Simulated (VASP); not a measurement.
# Al (Fm-3m) in VASP: a series of runs

Aim: see how the results for Al move with the level of theory and the settings. Levels: PBE, revPBE. Tasks: single point, relaxation of cell and atoms.

Program: VASP 6.6.1. These are calculated values, not measurements. Logs are shortened: lines on timing, memory, paths and dates and some standing lists are left out, and cuts for length are marked.

### 1 The cell of the first run

The structure is cubic, space group Fm-3m (No. 225). Conventional cell: a = 4.037 Å, b = 4.037 Å, c = 4.037 Å, α = 90.00°, β = 90.00°, γ = 90.00°. Within 3.8 Å of Al (site symmetry m-3m) lie 12 Al at 2.85 Å.

### 2 Single point, PBE

The input, INCAR:

```
SYSTEM = Al
PREC = Accurate
ENCUT = 520
EDIFF = 1E-7
ISMEAR = -1
SIGMA = 0.05
LREAL = .False.
LASPH = .True.
NELM = 80
ALGO = Normal
ISIF = 2
LWAVE = .False.
LCHARG = .False.
GGA = PE
NBANDS = 8
```

The input, KPOINTS:

```
regular mesh
0
Gamma
  14 14 14
  0 0 0
```

The input, POSCAR:

```
Al
1.0
    0.0000000000      2.0186941419      2.0186941419
    2.0186941419      0.0000000000      2.0186941419
    2.0186941419      2.0186941419      0.0000000000
Al
1
Direct
    0.0000000000      0.0000000000      0.0000000000
```

Potentials or basis: VASP PAW PBE potentials, release 64 (Al).

Command:

```console
> cat potpaw_PBE.64/Al/POTCAR > POTCAR
> mpirun -np 1 vasp_std > vasp.out
```

OUTCAR:

```text
SYSTEM = Al
   PREC = Accurate
   ENCUT = 520
   EDIFF = 1E-7
   ISMEAR = -1
   LREAL = .False.
   LASPH = .True.
   NELM = 80
   ISIF = 2
   GGA = PE

 ion  position               nearest neighbor table
   1  0.000  0.000  0.000-

  LATTYP: Found a face centered cubic cell.
 ALAT       =     4.0373882838

  Lattice vectors:

 A1 = (   0.0000000000,   2.0186941419,   2.0186941419)
 A2 = (   2.0186941419,   0.0000000000,   2.0186941419)
 A3 = (   2.0186941419,   2.0186941419,   0.0000000000)

Analysis of symmetry for initial positions (statically):
=====================================================================
 Subroutine PRICEL returns:
 Original cell was already a primitive cell.

 Routine SETGRP: Setting up the symmetry group for a
 face centered cubic supercell.

 Subroutine GETGRP returns: Found 48 space group operations
 (whereof 48 operations were pure point group operations)
 out of a pool of 48 trial point group operations.

The static configuration has the point symmetry O_h .

Analysis of symmetry for dynamics (positions and initial velocities):
=====================================================================
 Subroutine PRICEL returns:
 Original cell was already a primitive cell.

 Routine SETGRP: Setting up the symmetry group for a
 face centered cubic supercell.

 Subroutine GETGRP returns: Found 48 space group operations
 (whereof 48 operations were pure point group operations)
 out of a pool of 48 trial point group operations.

The dynamic configuration has the point symmetry O_h .

 Subroutine INISYM returns: Found 48 space group operations
 (whereof 48 operations are pure point group operations),
 and found     1 'primitive' translations

----------------------------------------------------------------------------------------

                                     Primitive cell

  volume of cell :      16.4529

  direct lattice vectors                    reciprocal lattice vectors
     0.000000000  2.018694142  2.018694142    -0.247684872  0.247684872  0.247684872
     2.018694142  0.000000000  2.018694142     0.247684872 -0.247684872  0.247684872
     2.018694142  2.018694142  0.000000000     0.247684872  0.247684872 -0.247684872

  length of vectors
     2.854864634  2.854864634  2.854864634     0.429002782  0.429002782  0.429002782

  position of ions in fractional coordinates (direct lattice)
     0.000000000  0.000000000  0.000000000

  ion indices of the primitive-cell ions
   primitive index   ion index
                 1           1

----------------------------------------------------------------------------------------

 KPOINTS: regular mesh

Automatic generation of k-mesh.
 Grid dimensions read from file:
 generate k-points for:   14   14   14

 Generating k-lattice:

  Cartesian coordinates                     Fractional coordinates (reciprocal lattice)
    -0.017691777  0.017691777  0.017691777     0.071428571  0.000000000  0.000000000
     0.017691777 -0.017691777  0.017691777     0.000000000  0.071428571  0.000000000
     0.017691777  0.017691777 -0.017691777     0.000000000  0.000000000  0.071428571

  Length of vectors
     0.030643056  0.030643056  0.030643056

  Shift w.r.t. Gamma in fractional coordinates (k-lattice)
     0.000000000  0.000000000  0.000000000

 Subroutine IBZKPT returns following result:
 ===========================================

 Found    104 irreducible k-points:

 Following reciprocal coordinates:
            Coordinates               Weight
  0.000000  0.000000  0.000000      1.000000
  0.071429  0.000000  0.000000      8.000000
  0.142857  0.000000  0.000000      8.000000
  0.214286  0.000000  0.000000      8.000000
  0.285714  0.000000  0.000000      8.000000
  0.357143  0.000000  0.000000      8.000000
[... 16 lines left out ...]
  0.214286  0.142857  0.000000     24.000000
  0.285714  0.142857  0.000000     24.000000
 [... further k-points ...]
   k-points           NKPTS =    104   k-points in BZ     NKDIM =    104   number of bands    NBANDS=      8
   number of dos      NEDOS =    301   number of ions     NIONS =      1
   total plane-waves  NPLWV =  13824
   dimension x,y,z NGX =    24 NGY =   24 NGZ =   24
   dimension x,y,z NGXF=    48 NGYF=   48 NGZF=   48
   ions per type =               1
   NGX,Y,Z   is equivalent  to a cutoff of  13.98, 13.98, 13.98 a.u.
   NGXF,Y,Z  is equivalent  to a cutoff of  27.95, 27.95, 27.95 a.u.
 SYSTEM =  Al
   PREC   = accura    normal or accurate (medium, high low for compatibility)
   ISTART =      0    job   : 0-new  1-cont  2-samecut
   ICHARG =      2    charge: 1-file 2-atom 10-const
   ISPIN  =      1    spin polarized calculation?
   LNONCOLLINEAR =      F non collinear calculations
   LSORBIT =      F    spin-orbit coupling
   LASPH  =      T    aspherical Exc in radial PAW
   ENCUT  =  520.0 eV  38.22 Ry    6.18 a.u.   5.31  5.31  5.31*2*pi/ulx,y,z
   NELM   =     80;   NELMIN=  2; NELMDL= -5     # of ELM steps
   EDIFF  = 0.1E-06   stopping-criterion for ELM
   LREAL  =      F    real-space projection
   EDIFFG = 0.1E-05   stopping-criterion for IOM
   NSW    =      0    number of steps for IOM
   IBRION =     -1    ionic relax: 0-MD 1-quasi-New 2-CG
   NFREE  =      0    steps in history (QN), initial steepest desc. (CG)
   ISIF   =      2    stress and relaxation
   ISYM   =      2    0-nonsym 1-usesym 2-fastsym
   POTIM  = 0.5000    time-step for ionic-motion
   TEBEG  =    0.0;   TEEND  =   0.0 temperature during run
   PSTRESS=    0.0 pullay stress
   NELECT =       3.0000    total number of electrons
   NUPDOWN=      -1.0000    fix difference up-down
   EMIN   =  10.00;   EMAX   =-10.00  energy-range for DOS
   EFERMI =   0.00;   METHOD = LEGACY
   ISMEAR =    -1;   SIGMA  =   0.05  broadening in eV -4-tet -1-fermi 0-gaus
   EFERMI_NEDOS =   21; number of points for ismear=-14 and -15
   IALGO  =     38    algorithm
   IMIX   =      4    mixing-type and parameters
     AMIX     =   0.40;   BMIX     =  1.00
     AMIX_MAG =   1.60;   BMIX_MAG =  1.00
  volume/ion in A,a.u.               =      16.45       111.03
  Fermi-wavevector in a.u.,A,eV,Ry     =   0.928328  1.754285 11.725401  0.861793
  Thomas-Fermi vector in A             =   2.054493
   LORBIT       =      0    0 simple, 1 ext, 2 COOP (PROOUT), +10 PAW based schemes
   GGA     = PE    functional components
   LHFCALC =     F    Hartree Fock is set to
   AEXX    =    0.0000 exact exchange contribution
   IVDW    =     0    specifies the selected vdW correction
   LEPSILON=     F    determine dielectric tensor
   LRPA    =     F    only Hartree local field effects (RPA)
 non-spin polarized calculation
  energy-cutoff  :      520.00
  volume of cell :       16.45
 maximum number of plane-waves:       459
 NGX is ok and might be reduce to    24
   NGX = 11   NGY = 11   NGZ = 11

 number of electron       3.0000000 magnetization

 Free energy of the ion-electron system (eV)
  ---------------------------------------------------
  ext. energy  EPLUGINS =         0.00000000
  ---------------------------------------------------
  free energy    TOTEN  =        -3.74023385 eV

  energy without entropy =       -3.73610434  energy(sigma->0) =       -3.73816909

 E-fermi :   7.9997     XC(G=0): -10.2074

 val. band max:        7.9887297501   @ k =  -0.3571   0.4286   0.2143
 cond. band min:       8.0421150663   @ k =   0.5000   0.2857   0.0000
 fundamental gap:      0.0533853163
 Fermi energy:         7.9996770324

 k-point     1 :       0.0000    0.0000    0.0000
  band No.  band energies     occupation
      1      -3.1247      2.00000
      2      20.6645      0.00000
      3      20.6645      0.00000
      4      20.6645      0.00000
      5      22.1774      0.00000
      6      22.1774      0.00000
      7      22.1774      0.00000
      8      24.5160      0.00000

 k-point     2 :       0.0714    0.0000    0.0000
  band No.  band energies     occupation
      1      -2.9857      2.00000
      2      18.5262      0.00000
      3      20.2102      0.00000
      4      20.2102      0.00000
      5      22.8155      0.00000
      6      22.8465      0.00000
      7      22.8465      0.00000
      8      25.9189      0.00000

 k-point     3 :       0.1429    0.0000    0.0000
  band No.  band energies     occupation
      1      -2.5697      2.00000
      2      15.6361      0.00000
      3      19.5776      0.00000
      4      19.5776      0.00000
      5      22.7231      0.00000
      6      23.9736      0.00000
      7      23.9736      0.00000
      8      25.4464      0.00000

 k-point     4 :       0.2143    0.0000    0.0000
  band No.  band energies     occupation
      1      -1.8791      2.00000
      2      12.8209      0.00000
      3      19.1114      0.00000
      4      19.1114      0.00000
      5      22.4947      0.00000
      6      23.4596      0.00000
      7      23.4596      0.00000
      8      26.0913      0.00000

 k-point     5 :       0.2857    0.0000    0.0000
  band No.  band energies     occupation
      1      -0.9177      2.00000
      2      10.1763      0.00000
      3      18.8606      0.00000
      4      18.8606      0.00000
      5      22.1864      0.00000
      6      22.1864      0.00000
      7      22.3683      0.00000
      8      26.1915      0.00000

 k-point     6 :       0.3571    0.0000    0.0000
  band No.  band energies     occupation
      1       0.3089      2.00000
      2       7.7369      1.98961
      3      18.8370      0.00000
      4      18.8370      0.00000
      5      21.0657      0.00000
      6      21.0657      0.00000
      7      22.4316      0.00000
      8      25.0233      0.00000

 k-point     7 :       0.4286    0.0000    0.0000
  band No.  band energies     occupation
      1       1.7937      2.00000
      2       5.5213      2.00000
      3      19.0448      0.00000
      4      19.0448      0.00000
      5      20.1614      0.00000
      6      20.1614      0.00000
      7      22.7217      0.00000
      8      24.0376      0.00000

 k-point     8 :       0.5000    0.0000    0.0000
  band No.  band energies     occupation
      1       3.4254      2.00000
      2       3.6457      2.00000
      3      19.4690      0.00000
      4      19.4690      0.00000
      5      19.5039      0.00000
      6      19.5039      0.00000
      7      23.1760      0.00000
      8      23.3464      0.00000

 k-point     9 :       0.0714    0.0714    0.0000
  band No.  band energies     occupation
      1      -2.9394      2.00000
      2      19.2465      0.00000
      3      19.2465      0.00000
      4      19.5283      0.00000
      5      21.7450      0.00000
      6      23.8664      0.00000
      7      23.8664      0.00000
      8      25.3947      0.00000

 k-point    10 :       0.1429    0.0714    0.0000
  band No.  band energies     occupation
      1      -2.6159      2.00000
      2      16.6536      0.00000
      3      18.4579      0.00000
      4      19.6181      0.00000
      5      22.0219      0.00000
      6      23.6952      0.00000
      7      24.2504      0.00000
      8      25.0789      0.00000
[... 78 lines left out ...]
 k-point    18 :      -0.2857    0.0714    0.0000
  band No.  band energies     occupation
      1      -0.4168      2.00000
      2       9.4454      0.00000
      3      16.5819      0.00000
      4      20.3032      0.00000
      5      20.5410      0.00000
      6      22.0705      0.00000
      7      23.2944      0.00000
      8      26.9824      0.00000

 k-point    19 :      -0.2143    0.0714    0.0000
  band No.  band energies     occupation
      1      -1.4663      2.00000
      2      12.0106      0.00000
      3      16.7811      0.00000
      4      20.5528      0.00000
      5      21.7163      0.00000
      6      23.2143      0.00000
      7      23.4567      0.00000
      8      25.2954      0.00000

 k-point    20 :      -0.1429    0.0714    0.0000
  band No.  band energies     occupation
      1      -2.2470      2.00000
      2      14.7332      0.00000
      3      17.2359      0.00000
      4      20.8854      0.00000
      5      22.8665      0.00000
      6      23.4157      0.00000
      7      23.9852      0.00000
      8      24.6866      0.00000

 k-point    21 :      -0.0714    0.0714    0.0000
  band No.  band energies     occupation
      1      -2.7544      2.00000
      2      17.3093      0.00000
      3      18.1529      0.00000
      4      21.0248      0.00000
      5      22.3994      0.00000
      6      23.3086      0.00000
      7      24.1080      0.00000
      8      25.1113      0.00000

 k-point    22 :       0.1429    0.1429    0.0000
  band No.  band energies     occupation
      1      -2.3852      2.00000
      2      17.5634      0.00000
      3      17.5634      0.00000
      4      17.7593      0.00000
      5      20.7448      0.00000
      6      21.7576      0.00000
      7      26.3188      0.00000
      8      26.3188      0.00000

 k-point    23 :       0.2143    0.1429    0.0000
  band No.  band energies     occupation
      1      -1.8790      2.00000
      2      15.0061      0.00000
      3      16.9020      0.00000
      4      18.1337      0.00000
      5      19.9642      0.00000
      6      20.9717      0.00000
      7      26.8224      0.00000
      8      27.1329      0.00000

 k-point    24 :       0.2857    0.1429    0.0000
  band No.  band energies     occupation
      1      -1.1004      2.00000
      2      12.3192      0.00000
      3      16.4758      0.00000
      4      18.0026      0.00000
      5      18.4382      0.00000
      6      22.3259      0.00000
      7      26.2479      0.00000
      8      26.8194      0.00000

 [... further k-points ...]
[... 5 lines left out ...]
  --------------------------------------------------------------------------------------
  -------------------------------------------------------------------------------------
  Total       -0.0048795     -0.0048795     -0.0048795     -0.0000000     -0.0000000     -0.0000000
  in kB       -0.4751691     -0.4751691     -0.4751691     -0.0000000     -0.0000000     -0.0000000
  external PRESSURE =      -0.4751691 kB  Pullay stress =       0.0000000 kB

 VOLUME and BASIS-vectors are now :
 -----------------------------------------------------------------------------
  energy-cutoff  :      520.00
  volume of cell :       16.45
      direct lattice vectors                 reciprocal lattice vectors
     0.000000000  2.018694142  2.018694142    -0.247684872  0.247684872  0.247684872
     2.018694142  0.000000000  2.018694142     0.247684872 -0.247684872  0.247684872
     2.018694142  2.018694142  0.000000000     0.247684872  0.247684872 -0.247684872

 POSITION                                       TOTAL-FORCE (eV/Angst)
 -----------------------------------------------------------------------------------
      0.00000      0.00000      0.00000         0.000000      0.000000      0.000000
 -----------------------------------------------------------------------------------
    total drift:                               -0.000000     -0.000000      0.000000

  FREE ENERGIE OF THE ION-ELECTRON SYSTEM (eV)
  ---------------------------------------------------
  free  energy   TOTEN  =        -3.7402338519 eV

  energy  without entropy=       -3.7361043376  energy(sigma->0) =       -3.73816909
```

It took 4.2 s on 1 thread of Intel Xeon 6975P-C (Granite Rapids), shared host; peak memory 0.13 GiB.

Results:

```
Free energy : -3.7402 eV
Pressure    : 0.0 GPa
```

### 3 Single point, PBE

The input, INCAR:

```
PREC = Accurate
ENCUT = 520
EDIFF = 1E-6
ISMEAR = -1
SIGMA = 0.05
LREAL = False
LASPH = True
NELM = 80
ALGO = Normal
ISIF = 2
LWAVE = False
LCHARG = False
GGA = PE
NBANDS = 8
```

The input, KPOINTS:

```
Automatic mesh
0
Gamma
  14 14 14
```

The input, POSCAR:

```
Al
1.0
    0.0000000000      2.0185939129      2.0185939129
    2.0185939129      0.0000000000      2.0185939129
    2.0185939129      2.0185939129      0.0000000000
Al
1
Direct
    0.0000000000      0.0000000000      0.0000000000
```

Potentials or basis: VASP PAW PBE potentials, release 64 (Al).

Command:

```console
> cat potpaw_PBE.64/Al/POTCAR > POTCAR
> mpirun -np 1 vasp_std > vasp.out
```

OUTCAR:

```text
PREC = Accurate
   ENCUT = 520
   EDIFF = 1E-6
   ISMEAR = -1
   LREAL = False
   LASPH = True
   NELM = 80
   ISIF = 2
   GGA = PE

 ion  position               nearest neighbor table
   1  0.000  0.000  0.000-

  LATTYP: Found a face centered cubic cell.
 ALAT       =     4.0371878258

  Lattice vectors:

 A1 = (   0.0000000000,   2.0185939129,   2.0185939129)
 A2 = (   2.0185939129,   0.0000000000,   2.0185939129)
 A3 = (   2.0185939129,   2.0185939129,   0.0000000000)

Analysis of symmetry for initial positions (statically):
=====================================================================
 Subroutine PRICEL returns:
 Original cell was already a primitive cell.

 Routine SETGRP: Setting up the symmetry group for a
 face centered cubic supercell.

 Subroutine GETGRP returns: Found 48 space group operations
 (whereof 48 operations were pure point group operations)
 out of a pool of 48 trial point group operations.

The static configuration has the point symmetry O_h .

Analysis of symmetry for dynamics (positions and initial velocities):
[... 152 lines left out ...]
  ---------------------------------------------------
  free energy    TOTEN  =        -3.74023457 eV

  energy without entropy =       -3.73610643  energy(sigma->0) =       -3.73817050

 E-fermi :   8.0012     XC(G=0): -10.2080

 val. band max:        7.9901699445   @ k =  -0.3571   0.4286   0.2143
 cond. band min:       8.0436506438   @ k =   0.5000   0.2857   0.0000
 fundamental gap:      0.0534806992
 Fermi energy:         8.0012126925

 k-point     1 :       0.0000    0.0000    0.0000
  band No.  band energies     occupation
      1      -3.1241      2.00000
      2      20.6669      0.00000
      3      20.6669      0.00000
      4      20.6669      0.00000
      5      22.1810      0.00000
      6      22.1810      0.00000
      7      22.1810      0.00000
      8      24.5186      0.00000
[... 243 lines left out ...]
 k-point    24 :       0.2857    0.1429    0.0000
  band No.  band energies     occupation
      1      -1.0996      2.00000
      2      12.3211      0.00000
      3      16.4782      0.00000
      4      18.0048      0.00000
      5      18.4410      0.00000
      6      22.3291      0.00000
      7      26.2511      0.00000
      8      26.8229      0.00000

 [... further k-points ...]
[... 5 lines left out ...]
  --------------------------------------------------------------------------------------
  -------------------------------------------------------------------------------------
  Total       -0.0036944     -0.0036944     -0.0036944     -0.0000000      0.0000000     -0.0000000
  in kB       -0.3598090     -0.3598090     -0.3598090     -0.0000000      0.0000000     -0.0000000
  external PRESSURE =      -0.3598090 kB  Pullay stress =       0.0000000 kB

 VOLUME and BASIS-vectors are now :
 -----------------------------------------------------------------------------
  energy-cutoff  :      520.00
  volume of cell :       16.45
      direct lattice vectors                 reciprocal lattice vectors
     0.000000000  2.018593913  2.018593913    -0.247697170  0.247697170  0.247697170
     2.018593913  0.000000000  2.018593913     0.247697170 -0.247697170  0.247697170
     2.018593913  2.018593913  0.000000000     0.247697170  0.247697170 -0.247697170

 POSITION                                       TOTAL-FORCE (eV/Angst)
 -----------------------------------------------------------------------------------
      0.00000      0.00000      0.00000         0.000000      0.000000     -0.000000
 -----------------------------------------------------------------------------------
    total drift:                               -0.000000      0.000000      0.000000

  FREE ENERGIE OF THE ION-ELECTRON SYSTEM (eV)
  ---------------------------------------------------
  free  energy   TOTEN  =        -3.7402345678 eV

  energy  without entropy=       -3.7361064331  energy(sigma->0) =       -3.73817050
```

Run time: 3.8 s. Hardware: 1 thread of Intel Xeon 6975P-C (Granite Rapids), shared host; peak memory 0.13 GiB.

Results:

* Free energy: -3.7402 eV
* Pressure: 0.0 GPa

Levels at points of the mesh, in eV from the Fermi level:
```csv
k point,band 1,band 2,band 3,band 4,band 5
"(0.00, 0.00, 0.00)",-11.13,12.67,12.67,12.67,14.18
"(0.50, 0.00, 0.00)",-4.57,-4.35,11.47,11.47,11.50
"(0.50, 0.50, 0.00)",-2.90,-1.57,5.29,5.64,5.64
```

[end of part 1 of 2]
